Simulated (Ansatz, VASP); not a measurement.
**Ni in VASP and in Ansatz**

File INCAR:

```
ALGO     = Normal         # electronic algorithm
EDIFF    = 1E-6           # SCF threshold, eV
ENCUT    = 520            # plane-wave cutoff, eV
GGA      = RP             # functional
ISIF     = 2              # what is computed and relaxed
ISMEAR   = -1             # smearing method
LASPH    = True           # aspherical terms in the spheres
LCHARG   = False          # write CHGCAR
LREAL    = False          # projectors in reciprocal space
LWAVE    = False          # write WAVECAR
NBANDS   = 11             # bands
NELM     = 100            # most SCF steps
PREC     = Accurate       # precision mode
SIGMA    = 0.1            # smearing width, eV
```

Contents of KPOINTS:

```
k-points
0
Gamma
  22 22 22
```

POSCAR

```
Ni
1.0
    2.3828464560      0.0000000000      0.0000000000
    0.0000000000      2.3828464560      0.0000000000
    0.0000000000      0.0000000000      2.3828464560
Ni
1
Direct
    0.0000000000      0.0000000000      0.0000000000
```

Input for Ansatz:

```yaml
crystal:
  lattice:
    - [2.382846456, 0.0, 0.0]
    - [0.0, 2.382846456, 0.0]
    - [0.0, 0.0, 2.382846456]
  atoms:
    - { symbol: Ni, position: [0.0, 0.0, 0.0] }
hamiltonian:
  xc: rpbe
  pseudopotentials:
    kind: paw
    azcp:
      Ni: "pseudopotentials/Ni.paw.azcp"
basis:
  ecutwfc: 420
  fft_grid_basis: typed
kpoints:
  mp_grid: { grid: [22, 22, 22], shift: [0, 0, 0] }
magnetization:
  spin_polarized: false
scf:
  occupations: { method: fermi_dirac, width: 0.1 }
output:
  stress: true
  write_density: true
  write_potential: true
  elf: true
  volumetric_format: npy
```

Alike in both runs: task single point; functional RPBE; k mesh 22 × 22 × 22; occupations fermi-dirac, width 0.1 eV; no spin polarisation.

```csv
,VASP,Ansatz
version,VASP 6.6.1,Ansatz 0.2.0
potentials or method,"VASP PAW PBE potentials, release 64 (Ni), cutoff 520 eV","plane waves (420 eV) with PAW, scalar-relativistic"
valence electrons in the cell,10,18
```

```tsv
	VASP	Ansatz	Ansatz less VASP
pressure (GPa)	-4.5	-4.7	-0.16
```

VASP's potentials were made for PBE, not for RPBE. With one functional, cell and mesh, what is left measures potentials, basis and numerics. VASP's potentials hold 10 valence electrons a cell and Ansatz's 18, so a difference there can come from the potentials and not from the codes.
